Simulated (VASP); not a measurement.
# SnTe (R-3m) in VASP: a series of runs, part 2 of 2

VASP 6.6.1.

### 3 Single point, LDA

This run uses another cell than the first one, of the same volume but with other edges.

The input, INCAR:

```
PREC = Accurate ; ENCUT = 520
EDIFF = 1E-6 ; ISMEAR = 0
SIGMA = 0.03 ; LREAL = False
LASPH = True ; NELM = 80
ALGO = Normal ; ISIF = 2
LWAVE = False ; LCHARG = False
NBANDS = 17
```

The input, KPOINTS:

```
regular mesh
0
Gamma
  10 10 10
```

The input, POSCAR:

```
SnTe
1.0
    0.1640828798      3.2406368767      3.2406368767
    3.2406368767      0.1640828798      3.2406368767
    3.2406368767      3.2406368767      0.1640828798
Sn Te
1 1
Direct
    0.0000000000      0.0000000000      0.0000000000
    0.5000000000      0.5000000000      0.5000000000
```

Potentials or basis: VASP PAW LDA potentials, release 64 (Sn_d, Te).

Started as:

```bash
$ cat potpaw_LDA.64/Sn_d/POTCAR potpaw_LDA.64/Te/POTCAR > POTCAR
$ mpirun -np 1 vasp_std > vasp.out
```

OUTCAR:

```text
PREC = Accurate
   ENCUT = 520
   EDIFF = 1E-6
   ISMEAR = 0
   LREAL = False
   LASPH = True
   NELM = 80
   ISIF = 2

 ion  position               nearest neighbor table
   1  0.000  0.000  0.000-   2 3.16   2 3.16   2 3.16   2 3.16   2 3.16   2 3.16
   2  0.500  0.500  0.500-   1 3.16   1 3.16   1 3.16   1 3.16   1 3.16   1 3.16

  LATTYP: Found a trigonal (rhomboedric) cell.
 ALAT       =     4.5858890005
 COS(alpha) =     0.5499279885

  Lattice vectors:

 A1 = (   0.1640828798,   3.2406368767,   3.2406368767)
 A2 = (   3.2406368767,   0.1640828798,   3.2406368767)
 A3 = (   3.2406368767,   3.2406368767,   0.1640828798)

Analysis of symmetry for initial positions (statically):
=====================================================================
 Subroutine PRICEL returns:
 Original cell was already a primitive cell.

 Routine SETGRP: Setting up the symmetry group for a
 trigonal (rhombohedral) supercell.

 Subroutine GETGRP returns: Found 12 space group operations
 (whereof 12 operations were pure point group operations)
 out of a pool of 12 trial point group operations.

The static configuration has the point symmetry D_3d.

Analysis of symmetry for dynamics (positions and initial velocities):
=====================================================================
 Subroutine PRICEL returns:
 Original cell was already a primitive cell.

 Routine SETGRP: Setting up the symmetry group for a
 trigonal (rhombohedral) supercell.

 Subroutine GETGRP returns: Found 12 space group operations
 (whereof 12 operations were pure point group operations)
 out of a pool of 12 trial point group operations.

The dynamic configuration has the point symmetry D_3d.

 Subroutine INISYM returns: Found 12 space group operations
 (whereof 12 operations are pure point group operations),
 and found     1 'primitive' translations

----------------------------------------------------------------------------------------

                                     Primitive cell

  volume of cell :      62.8995

  direct lattice vectors                    reciprocal lattice vectors
     0.164082880  3.240636877  3.240636877    -0.166532321  0.158506667  0.158506667
     3.240636877  0.164082880  3.240636877     0.158506667 -0.166532321  0.158506667
     3.240636877  3.240636877  0.164082880     0.158506667  0.158506667 -0.166532321

  length of vectors
     4.585889000  4.585889000  4.585889000     0.279252111  0.279252111  0.279252111

  position of ions in fractional coordinates (direct lattice)
     0.000000000  0.000000000  0.000000000
     0.500000000  0.500000000  0.500000000

  ion indices of the primitive-cell ions
   primitive index   ion index
                 1           1
                 2           2

----------------------------------------------------------------------------------------

 KPOINTS: regular mesh

Automatic generation of k-mesh.
 Grid dimensions read from file:
 generate k-points for:   10   10   10

 Generating k-lattice:

  Cartesian coordinates                     Fractional coordinates (reciprocal lattice)
    -0.016653232  0.015850667  0.015850667     0.100000000 -0.000000000 -0.000000000
     0.015850667 -0.016653232  0.015850667    -0.000000000  0.100000000 -0.000000000
     0.015850667  0.015850667 -0.016653232    -0.000000000 -0.000000000  0.100000000

  Length of vectors
     0.027925211  0.027925211  0.027925211

  Shift w.r.t. Gamma in fractional coordinates (k-lattice)
     0.000000000  0.000000000  0.000000000

 Subroutine IBZKPT returns following result:
 ===========================================

 Found    116 irreducible k-points:

 Following reciprocal coordinates:
            Coordinates               Weight
  0.000000  0.000000  0.000000      1.000000
  0.100000  0.000000 -0.000000      6.000000
  0.200000  0.000000 -0.000000      6.000000
  0.300000  0.000000 -0.000000      6.000000
  0.400000  0.000000  0.000000      6.000000
  0.500000 -0.000000 -0.000000      3.000000
[... 16 lines left out ...]
  0.300000  0.300000 -0.000000      6.000000
  0.400000  0.300000  0.000000     12.000000
 [... further k-points ...]
   k-points           NKPTS =    116   k-points in BZ     NKDIM =    116   number of bands    NBANDS=     17
   number of dos      NEDOS =    301   number of ions     NIONS =      2
   total plane-waves  NPLWV =  46656
   dimension x,y,z NGX =    36 NGY =   36 NGZ =   36
   dimension x,y,z NGXF=    72 NGYF=   72 NGZF=   72
   ions per type =               1   1
   NGX,Y,Z   is equivalent  to a cutoff of  13.05, 13.05, 13.05 a.u.
   NGXF,Y,Z  is equivalent  to a cutoff of  26.10, 26.10, 26.10 a.u.
 SYSTEM =  unknown system
   PREC   = accura    normal or accurate (medium, high low for compatibility)
   ISTART =      0    job   : 0-new  1-cont  2-samecut
   ICHARG =      2    charge: 1-file 2-atom 10-const
   ISPIN  =      1    spin polarized calculation?
   LNONCOLLINEAR =      F non collinear calculations
   LSORBIT =      F    spin-orbit coupling
   LASPH  =      T    aspherical Exc in radial PAW
   ENCUT  =  520.0 eV  38.22 Ry    6.18 a.u.   8.53  8.53  8.53*2*pi/ulx,y,z
   NELM   =     80;   NELMIN=  2; NELMDL= -5     # of ELM steps
   EDIFF  = 0.1E-05   stopping-criterion for ELM
   LREAL  =      F    real-space projection
   EDIFFG = 0.1E-04   stopping-criterion for IOM
   NSW    =      0    number of steps for IOM
   IBRION =     -1    ionic relax: 0-MD 1-quasi-New 2-CG
   NFREE  =      0    steps in history (QN), initial steepest desc. (CG)
   ISIF   =      2    stress and relaxation
   ISYM   =      2    0-nonsym 1-usesym 2-fastsym
   POTIM  = 0.5000    time-step for ionic-motion
   TEBEG  =    0.0;   TEEND  =   0.0 temperature during run
   PSTRESS=    0.0 pullay stress
   NELECT =      20.0000    total number of electrons
   NUPDOWN=      -1.0000    fix difference up-down
   EMIN   =  10.00;   EMAX   =-10.00  energy-range for DOS
   EFERMI =   0.00;   METHOD = LEGACY
   ISMEAR =     0;   SIGMA  =   0.03  broadening in eV -4-tet -1-fermi 0-gaus
   EFERMI_NEDOS =   21; number of points for ismear=-14 and -15
   IALGO  =     38    algorithm
   IMIX   =      4    mixing-type and parameters
     AMIX     =   0.40;   BMIX     =  1.00
     AMIX_MAG =   1.60;   BMIX_MAG =  1.00
  volume/ion in A,a.u.               =      31.45       212.23
  Fermi-wavevector in a.u.,A,eV,Ry     =   1.117384  2.111549 16.987507  1.248547
  Thomas-Fermi vector in A             =   2.254006
   LORBIT       =      0    0 simple, 1 ext, 2 COOP (PROOUT), +10 PAW based schemes
   GGA     = CA    functional components
   LHFCALC =     F    Hartree Fock is set to
   AEXX    =    0.0000 exact exchange contribution
   IVDW    =     0    specifies the selected vdW correction
   LEPSILON=     F    determine dielectric tensor
   LRPA    =     F    only Hartree local field effects (RPA)
 non-spin polarized calculation
 Gauss-broadening in eV      SIGMA  =   0.03
  energy-cutoff  :      520.00
  volume of cell :       62.90
 maximum number of plane-waves:      1716
 NGX is ok and might be reduce to    36

 number of electron      19.9999998 magnetization

 Free energy of the ion-electron system (eV)
  ---------------------------------------------------
  ext. energy  EPLUGINS =         0.00000000
  ---------------------------------------------------
  free energy    TOTEN  =        -8.79268567 eV

  energy without entropy =       -8.79242904  energy(sigma->0) =       -8.79255735

 E-fermi :   6.5986     XC(G=0):  -9.7189

 val. band max:        6.5945479730   @ k =   0.4000   0.3000   0.3000
 cond. band min:       6.6093100512   @ k =  -0.1000   0.5000   0.1000
 fundamental gap:      0.0147620782
 Fermi energy:         6.5986000610

 k-point     1 :       0.0000    0.0000    0.0000
  band No.  band energies     occupation
      1     -15.1297      2.00000
      2     -15.1297      2.00000
      3     -15.1199      2.00000
      4     -15.1199      2.00000
      5     -15.1196      2.00000
      6      -6.0995      2.00000
[... 9 lines left out ...]
     16      11.7870      0.00000
     17      13.5149      0.00000
[... 441 lines left out ...]
 k-point    24 :       0.4000    0.3000    0.0000
  band No.  band energies     occupation
      1     -15.1414      2.00000
      2     -15.1258      2.00000
      3     -15.1230      2.00000
      4     -15.1131      2.00000
      5     -15.1105      2.00000
      6      -4.9171      2.00000
[... 9 lines left out ...]
     16      15.7217      0.00000
     17      16.0620      0.00000

 [... further k-points ...]

------------------------ aborting loop because EDIFF is reached ----------------------------------------

  FORCE on cell =-STRESS in cart. coord.  units (eV):
  Direction    XX          YY          ZZ          XY          YZ          ZX
  --------------------------------------------------------------------------------------
  -------------------------------------------------------------------------------------
  Total       -0.6977973     -0.6977973     -0.6977973     -0.3612335     -0.3612335     -0.3612335
  in kB      -17.7742997    -17.7742997    -17.7742997     -9.2013434     -9.2013434     -9.2013434
  external PRESSURE =     -17.7742997 kB  Pullay stress =       0.0000000 kB

 VOLUME and BASIS-vectors are now :
 -----------------------------------------------------------------------------
  energy-cutoff  :      520.00
  volume of cell :       62.90
      direct lattice vectors                 reciprocal lattice vectors
     0.164082880  3.240636877  3.240636877    -0.166532321  0.158506667  0.158506667
     3.240636877  0.164082880  3.240636877     0.158506667 -0.166532321  0.158506667
     3.240636877  3.240636877  0.164082880     0.158506667  0.158506667 -0.166532321

 POSITION                                       TOTAL-FORCE (eV/Angst)
 -----------------------------------------------------------------------------------
      0.00000      0.00000      0.00000         0.000000     -0.000000      0.000000
      3.32268      3.32268      3.32268        -0.000000      0.000000     -0.000000
 -----------------------------------------------------------------------------------
    total drift:                               -0.000000      0.000000      0.000000

  FREE ENERGIE OF THE ION-ELECTRON SYSTEM (eV)
  ---------------------------------------------------
  free  energy   TOTEN  =        -8.7926856671 eV

  energy  without entropy=       -8.7924290389  energy(sigma->0) =       -8.79255735
```

Run time: 2.4 min. Hardware: 1 thread of Intel Xeon 8259CL, shared host; peak memory 0.26 GiB.

What came out:

```yaml
Free_energy: -8.7927 eV
Pressure: -1.8 GPa
Band_gap_on_the_k_mesh: zero (bands 10 and 11 overlap by 0.45 eV)
```

Stress tensor (GPa, compression positive):
```
-1.78 -0.92 -0.92
-0.92 -1.78 -0.92
-0.92 -0.92 -1.78
```

Levels at points of the mesh, in eV from the Fermi level:
```csv
k point,band 6,band 7,band 8,band 9,band 10,band 11,band 12,band 13,band 14,band 15
"(0.00, 0.00, 0.00)",-12.70,-4.81,-2.52,-1.77,-1.77,3.29,3.29,3.53,4.35,5.19
"(0.50, 0.00, 0.00)",-11.38,-8.20,-1.91,-1.62,-0.30,-0.02,0.33,0.48,7.56,7.77
"(0.50, 0.50, 0.00)",-11.13,-6.48,-5.45,-3.86,-3.35,2.30,4.75,4.89,6.23,8.97
"(0.50, 0.50, 0.50)",-11.56,-8.49,-1.40,-1.40,0.43,0.55,0.78,0.78,7.50,8.39
```

Caveat: semilocal functionals underestimate gaps, and a narrow one can read as zero; spin-orbit coupling is left out, which moves the levels of the heavy elements.

The gap in the log of VASP goes by the Fermi energy; the results here count the filled bands.